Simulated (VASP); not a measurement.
Wanted: the native input for a VASP 6.6.1 run.

| Property | Result |
| --- | --- |
| Task | single point |
| Functional | LDA |
| Potentials or basis | VASP PAW LDA potentials, release 64 (Be) |
| Cutoff | 600 eV |
| k mesh | 4 × 4 × 6 |
| Occupations | fermi-dirac, width 0.1 eV |
| Spin | no spin polarisation |
| Dipole correction | no |
| Further INCAR settings | ALGO = Normal; EDIFF = 1e-06; NBANDS = 12 |

The structure of Be lies in POSCAR:

```
Be
1.0
    3.7468100000      0.0000000000      0.0000000000
    0.0000000000      3.7468100000      0.0000000000
    0.0000000000      0.0000000000      2.2812800000
Be
4
Direct
    0.3275921438      0.2493065531      0.0237683064
    0.6805257858      0.7480563137      0.0191055843
    0.1693498078      0.7651281030      0.4661269269
    0.8225322290      0.2375091057      0.4909997993
```

One way to write it, as run:

INCAR

```
ALGO = Normal
EDIFF = 1E-6
ENCUT = 600
GGA_COMPAT = F
ISIF = 2
ISMEAR = -1
LASPH = T
LCHARG = F
LREAL = F
LWAVE = F
NBANDS = 12
NELM = 120
PREC = Accurate
SIGMA = 0.1
```

KPOINTS

```
k-points
0
Gamma
  4 4 6
```

Potentials or basis: VASP PAW LDA potentials, release 64 (Be).

Run with:

```console
$ cat potpaw_LDA.64/Be/POTCAR > POTCAR
$ mpirun -np 1 vasp_std > vasp.out
```

It gave:

- Pressure: -5.4 GPa
- Largest force: 0.890 eV/Å
- Band gap on the k mesh: zero (band 4 reaches 7.64 eV, above the bottom of band 5 at 6.26 eV)

Caveat: the k points lie up to 0.46 Å⁻¹ apart.

It took 30 s on 1 thread of Intel Xeon 8259CL, with other jobs on the host, peak memory 0.13 GiB.
